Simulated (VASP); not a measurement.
# Cd2Ga (Fm-3m) in VASP: relaxation of cell and atoms with r2SCAN

Aim: the relaxation of cell and atoms of Cd2Ga with r2SCAN.

All numbers are computed with VASP 6.6.1; they aren't measurements. Logs are shortened: lines on timing, memory, paths and dates and some standing lists are left out, and cuts for length are marked.

### 1 The cell of the first run

It takes space group Fm-3m (No. 225, cubic). The conventional cell has a = 6.347 Å, b = 6.347 Å, c = 6.347 Å, α = 90.00°, β = 90.00°, γ = 90.00°. Cd (site symmetry -43m) has 4 Ga at 2.75 Å and 6 Cd at 3.17 Å within 3.6 Å. Ga (site symmetry m-3m) has 8 Cd at 2.75 Å within 3.6 Å.

### 2 Relaxation of cell and atoms, r2SCAN

Contents of POSCAR:

```
Cd2Ga
1.0
    0.0000000000      3.1734102879      3.1734102879
    3.1734102879      0.0000000000      3.1734102879
    3.1734102879      3.1734102879      0.0000000000
Cd Ga
2 1
Direct
    0.2500000000      0.2500000000      0.2500000000
    0.7500000000      0.7500000000      0.7500000000
    0.0000000000      0.0000000000      0.0000000000
```

Contents of INCAR.step1:

```
SYSTEM = Cd2Ga
PREC = Accurate ; ENCUT = 600
ISMEAR = 0 ; SIGMA = 0.1
LREAL = .FALSE. ; LASPH = .TRUE.
NELM = 80 ; GGA = PE
ALGO = Normal ; EDIFF = 1E-4
LWAVE = .TRUE. ; LCHARG = .FALSE.
```

Contents of INCAR.step2:

```
SYSTEM = Cd2Ga
PREC = Accurate ; ENCUT = 600
EDIFF = 1E-6 ; ISMEAR = 0
SIGMA = 0.1 ; LREAL = .FALSE.
LASPH = .TRUE. ; NELM = 80
ALGO = Normal ; ISIF = 3
LWAVE = .FALSE. ; LCHARG = .FALSE.
METAGGA = R2SCAN ; LMIXTAU = .TRUE.
IBRION = 2 ; NSW = 100
EDIFFG = -0.01 ; ISTART = 1
```

Contents of KPOINTS:

```
Automatic mesh
0
G
  12 12 12
  0 0 0
```

Potentials or basis: VASP PAW PBE potentials, release 64 (Cd, Ga_d).

The run is started by

```console
> cat potpaw_PBE.64/Cd/POTCAR potpaw_PBE.64/Ga_d/POTCAR > POTCAR
> cp INCAR.step1 INCAR
> mpirun -np 1 vasp_std > vasp.out
> cp INCAR.step2 INCAR
> mpirun -np 1 vasp_std > vasp.out
```

OUTCAR:

```text
SYSTEM = Cd2Ga
   PREC = Accurate
   ENCUT = 600
   EDIFF = 1E-6
   ISMEAR = 0
   LREAL = .FALSE.
   LASPH = .TRUE.
   NELM = 80
   ISIF = 3
   METAGGA = R2SCAN
   IBRION = 2
   NSW = 100
   EDIFFG = -0.01
   ISTART = 1

 ion  position               nearest neighbor table
   1  0.250  0.250  0.250-   3 2.75   3 2.75   3 2.75   3 2.75   2 3.17   2 3.17   2 3.17   2 3.17
                             2 3.17   2 3.17
   2  0.750  0.750  0.750-   3 2.75   3 2.75   3 2.75   3 2.75   1 3.17   1 3.17   1 3.17   1 3.17
                             1 3.17   1 3.17
   3  0.000  0.000  0.000-   2 2.75   2 2.75   2 2.75   1 2.75   2 2.75   1 2.75   1 2.75   1 2.75

  LATTYP: Found a face centered cubic cell.
 ALAT       =     6.3468205758

  Lattice vectors:

 A1 = (   0.0000000000,   3.1734102879,   3.1734102879)
 A2 = (   3.1734102879,   0.0000000000,   3.1734102879)
 A3 = (   3.1734102879,   3.1734102879,   0.0000000000)

Analysis of symmetry for initial positions (statically):
=====================================================================
 Subroutine PRICEL returns:
 Original cell was already a primitive cell.

 Routine SETGRP: Setting up the symmetry group for a
 face centered cubic supercell.

 Subroutine GETGRP returns: Found 48 space group operations
 (whereof 48 operations were pure point group operations)
 out of a pool of 48 trial point group operations.

The static configuration has the point symmetry O_h .

Analysis of symmetry for dynamics (positions and initial velocities):
=====================================================================
 Subroutine PRICEL returns:
 Original cell was already a primitive cell.

 Routine SETGRP: Setting up the symmetry group for a
 face centered cubic supercell.

 Subroutine GETGRP returns: Found 48 space group operations
 (whereof 48 operations were pure point group operations)
 out of a pool of 48 trial point group operations.

The dynamic configuration has the point symmetry O_h .

 Subroutine INISYM returns: Found 48 space group operations
 (whereof 48 operations are pure point group operations),
 and found     1 'primitive' translations

----------------------------------------------------------------------------------------

                                     Primitive cell

  volume of cell :      63.9159

  direct lattice vectors                    reciprocal lattice vectors
     0.000000000  3.173410288  3.173410288    -0.157559204  0.157559204  0.157559204
     3.173410288  0.000000000  3.173410288     0.157559204 -0.157559204  0.157559204
     3.173410288  3.173410288  0.000000000     0.157559204  0.157559204 -0.157559204

  length of vectors
     4.487879868  4.487879868  4.487879868     0.272900547  0.272900547  0.272900547

  position of ions in fractional coordinates (direct lattice)
     0.250000000  0.250000000  0.250000000
     0.750000000  0.750000000  0.750000000
     0.000000000  0.000000000  0.000000000

  ion indices of the primitive-cell ions
   primitive index   ion index
                 1           1
                 2           2
                 3           3

----------------------------------------------------------------------------------------

 KPOINTS: Automatic mesh

Automatic generation of k-mesh.
 Grid dimensions read from file:
 generate k-points for:   12   12   12

 Generating k-lattice:

  Cartesian coordinates                     Fractional coordinates (reciprocal lattice)
    -0.013129934  0.013129934  0.013129934     0.083333333  0.000000000  0.000000000
     0.013129934 -0.013129934  0.013129934     0.000000000  0.083333333  0.000000000
     0.013129934  0.013129934 -0.013129934     0.000000000  0.000000000  0.083333333

  Length of vectors
     0.022741712  0.022741712  0.022741712

  Shift w.r.t. Gamma in fractional coordinates (k-lattice)
     0.000000000  0.000000000  0.000000000

 Subroutine IBZKPT returns following result:
 ===========================================

 Found     72 irreducible k-points:

 Following reciprocal coordinates:
            Coordinates               Weight
  0.000000  0.000000  0.000000      1.000000
  0.083333  0.000000  0.000000      8.000000
  0.166667  0.000000  0.000000      8.000000
  0.250000  0.000000  0.000000      8.000000
  0.333333  0.000000  0.000000      8.000000
  0.416667  0.000000  0.000000      8.000000
[... 16 lines left out ...]
  0.500000  0.166667  0.000000     24.000000
 -0.416667  0.166667  0.000000     24.000000
 [... further k-points ...]
   k-points           NKPTS =     72   k-points in BZ     NKDIM =     72   number of bands    NBANDS=     22
   number of dos      NEDOS =    301   number of ions     NIONS =      3
   total plane-waves  NPLWV =  46656
   dimension x,y,z NGX =    36 NGY =   36 NGZ =   36
   dimension x,y,z NGXF=    72 NGYF=   72 NGZF=   72
   ions per type =               2   1
   NGX,Y,Z   is equivalent  to a cutoff of  13.34, 13.34, 13.34 a.u.
   NGXF,Y,Z  is equivalent  to a cutoff of  26.67, 26.67, 26.67 a.u.
 SYSTEM =  Cd2Ga
   PREC   = accura    normal or accurate (medium, high low for compatibility)
   ISTART =      1    job   : 0-new  1-cont  2-samecut
   ICHARG =      0    charge: 1-file 2-atom 10-const
   ISPIN  =      1    spin polarized calculation?
   LNONCOLLINEAR =      F non collinear calculations
   LSORBIT =      F    spin-orbit coupling
   LASPH  =      T    aspherical Exc in radial PAW
   ENCUT  =  600.0 eV  44.10 Ry    6.64 a.u.   8.96  8.96  8.96*2*pi/ulx,y,z
   NELM   =     80;   NELMIN=  2; NELMDL=  0     # of ELM steps
   EDIFF  = 0.1E-05   stopping-criterion for ELM
   LREAL  =      F    real-space projection
   EDIFFG = -.1E-01   stopping-criterion for IOM
   NSW    =    100    number of steps for IOM
   IBRION =      2    ionic relax: 0-MD 1-quasi-New 2-CG
   NFREE  =      1    steps in history (QN), initial steepest desc. (CG)
   ISIF   =      3    stress and relaxation
   ISYM   =      2    0-nonsym 1-usesym 2-fastsym
   POTIM  = 0.5000    time-step for ionic-motion
   TEBEG  =    0.0;   TEEND  =   0.0 temperature during run
   PSTRESS=    0.0 pullay stress
   NELECT =      37.0000    total number of electrons
   NUPDOWN=      -1.0000    fix difference up-down
   EMIN   =  10.00;   EMAX   =-10.00  energy-range for DOS
   EFERMI =   0.00;   METHOD = LEGACY
   ISMEAR =     0;   SIGMA  =   0.10  broadening in eV -4-tet -1-fermi 0-gaus
   EFERMI_NEDOS =   21; number of points for ismear=-14 and -15
   IALGO  =     38    algorithm
   IMIX   =      4    mixing-type and parameters
     AMIX     =   0.40;   BMIX     =  1.00
     AMIX_MAG =   1.60;   BMIX_MAG =  1.00
  volume/ion in A,a.u.               =      21.31       143.78
  Fermi-wavevector in a.u.,A,eV,Ry     =   1.364392  2.578327 25.328139  1.861566
  Thomas-Fermi vector in A             =   2.490712
   LORBIT       =      0    0 simple, 1 ext, 2 COOP (PROOUT), +10 PAW based schemes
   METAGGA = R2SCAN    functional components
   LHFCALC =     F    Hartree Fock is set to
   AEXX    =    0.0000 exact exchange contribution
   IVDW    =     0    specifies the selected vdW correction
   LEPSILON=     F    determine dielectric tensor
   LRPA    =     F    only Hartree local field effects (RPA)
 conjugate gradient relaxation of ions
 non-spin polarized calculation
 Gauss-broadening in eV      SIGMA  =   0.10
  energy-cutoff  :      600.00
  volume of cell :       63.92
 maximum number of plane-waves:      2158
   NGX = 17   NGY = 17   NGZ = 17

--------------------------------------- Ionic step        1  -------------------------------------------

 number of electron      37.0000017 magnetization

 Free energy of the ion-electron system (eV)
  ---------------------------------------------------
  ext. energy  EPLUGINS =         0.00000000
  ---------------------------------------------------
  free energy    TOTEN  =       -51.48998286 eV

  energy without entropy =      -51.48392570  energy(sigma->0) =      -51.48695428

------------------------ aborting loop because EDIFF is reached ----------------------------------------

  FORCE on cell =-STRESS in cart. coord.  units (eV):
  Direction    XX          YY          ZZ          XY          YZ          ZX
  --------------------------------------------------------------------------------------
  -------------------------------------------------------------------------------------
  Total        1.3268626      1.3268626      1.3268626      0.0000000      0.0000000     -0.0000000
  in kB       33.2604301     33.2604301     33.2604301      0.0000000      0.0000000     -0.0000000
  external PRESSURE =      33.2604301 kB  Pullay stress =       0.0000000 kB

 VOLUME and BASIS-vectors are now :
 -----------------------------------------------------------------------------
  energy-cutoff  :      600.00
  volume of cell :       63.92
      direct lattice vectors                 reciprocal lattice vectors
     0.000000000  3.173410288  3.173410288    -0.157559204  0.157559204  0.157559204
     3.173410288  0.000000000  3.173410288     0.157559204 -0.157559204  0.157559204
     3.173410288  3.173410288  0.000000000     0.157559204  0.157559204 -0.157559204
[... 38 lines left out ...]
 POSITION                                       TOTAL-FORCE (eV/Angst)
 -----------------------------------------------------------------------------------
      1.62056      1.62056      1.62056        -0.000000      0.000000     -0.000000
      4.86168      4.86168      4.86168         0.000000     -0.000000      0.000000
      3.24112      3.24112      6.48224         0.000000      0.000000     -0.000000
 -----------------------------------------------------------------------------------
    total drift:                                0.000000      0.000000      0.000000

  FREE ENERGIE OF THE ION-ELECTRON SYSTEM (eV)
  ---------------------------------------------------
  free  energy   TOTEN  =       -51.5246589411 eV

  energy  without entropy=      -51.5179763891  energy(sigma->0) =      -51.52131767

--------------------------------------- Ionic step        3  -------------------------------------------

 number of electron      36.9999985 magnetization

 Free energy of the ion-electron system (eV)
  ---------------------------------------------------
  ext. energy  EPLUGINS =         0.00000000
  ---------------------------------------------------
  free energy    TOTEN  =       -51.52527768 eV

  energy without entropy =      -51.51859752  energy(sigma->0) =      -51.52193760

 E-fermi :   2.7841     XC(G=0): -11.2471

 val. band max:        2.7819716693   @ k =  -0.3333   0.2500   0.0000
 cond. band min:       2.7902655845   @ k =   0.4167   0.0833   0.0000
 fundamental gap:      0.0082939152
 Fermi energy:         2.7841055033

 k-point     1 :       0.0000    0.0000    0.0000
  band No.  band energies     occupation
      1     -12.5657      2.00000
      2     -12.5657      2.00000
      3     -12.5656      2.00000
      4     -12.5259      2.00000
      5     -12.5259      2.00000
      6      -6.9300      2.00000
[... 14 lines left out ...]
     21       5.6071      0.00000
     22       5.6071      0.00000
[... 552 lines left out ...]
  band No.  band energies     occupation
      1     -12.5687      2.00000
      2     -12.5661      2.00000
      3     -12.5646      2.00000
      4     -12.5202      2.00000
      5     -12.5183      2.00000
      6      -7.0186      2.00000
[... 14 lines left out ...]
     21       6.9343      0.00000
     22       7.7425      0.00000

 [... further k-points ...]

------------------------ aborting loop because EDIFF is reached ----------------------------------------

  FORCE on cell =-STRESS in cart. coord.  units (eV):
  Direction    XX          YY          ZZ          XY          YZ          ZX
  --------------------------------------------------------------------------------------
  -------------------------------------------------------------------------------------
  Total        0.0075661      0.0075661      0.0075661      0.0000000     -0.0000000     -0.0000000
  in kB        0.1794054      0.1794054      0.1794054      0.0000000     -0.0000000     -0.0000000
  external PRESSURE =       0.1794054 kB  Pullay stress =       0.0000000 kB

 VOLUME and BASIS-vectors are now :
 -----------------------------------------------------------------------------
  energy-cutoff  :      600.00
  volume of cell :       67.57
      direct lattice vectors                 reciprocal lattice vectors
     0.000000000  3.232750528  3.232750528    -0.154667054  0.154667054  0.154667054
     3.232750528  0.000000000  3.232750528     0.154667054 -0.154667054  0.154667054
     3.232750528  3.232750528 -0.000000000     0.154667054  0.154667054 -0.154667054

 POSITION                                       TOTAL-FORCE (eV/Angst)
 -----------------------------------------------------------------------------------
      1.61638      1.61638      1.61638         0.000000     -0.000000     -0.000000
      4.84913      4.84913      4.84913        -0.000000      0.000000      0.000000
      0.00000      0.00000     -0.00000         0.000000      0.000000      0.000000
 -----------------------------------------------------------------------------------
    total drift:                                0.000000      0.000000      0.000000

  FREE ENERGIE OF THE ION-ELECTRON SYSTEM (eV)
  ---------------------------------------------------
  free  energy   TOTEN  =       -51.5252776793 eV

  energy  without entropy=      -51.5185975220  energy(sigma->0) =      -51.52193760

 reached required accuracy - stopping structural energy minimisation
```

It took 28 min on 1 thread of Intel Xeon 8259CL, shared host; peak memory 0.31 GiB.

What came out:

```yaml
Free_energy: -51.5253 eV
Relaxed_volume: 22.52 Å³/atom
Relaxed_cell: a = 4.572 Å, b = 4.572 Å, c = 4.572 Å, α = 60.00°, β = 60.00°, γ = 60.00°
Space_group_after_relaxing_to_0.1_Å: Fm-3m (No. 225)
Energy_gained_by_relaxing: 11.8 meV/atom
Ionic_steps: 3
Pressure_after_relaxing: 0.0 GPa
Band_gap_on_the_k_mesh: zero (an odd number of electrons rules out a gap without spin polarisation)
```

Step by step:
```tsv
step	energy change (eV)	largest force (eV/Å)	pressure (GPa)	volume (Å³)
1	0.0000	0.0000	3.33	63.92
2	-0.0347	0.0000	-0.36	68.10
3	-0.0353	0.0000	0.02	67.57
```

Final structure:
```xyz
3
Lattice="0.0000 3.2328 3.2328 3.2328 0.0000 3.2328 3.2328 3.2328 0.0000" Properties=species:S:1:pos:R:3 pbc="T T T"
Cd    1.6164    1.6164    1.6164
Cd    4.8491    4.8491    4.8491
Ga    0.0000    0.0000    0.0000
```

Caveat: the PAW data sets were made with another functional, which shifts forces and pressure a little.
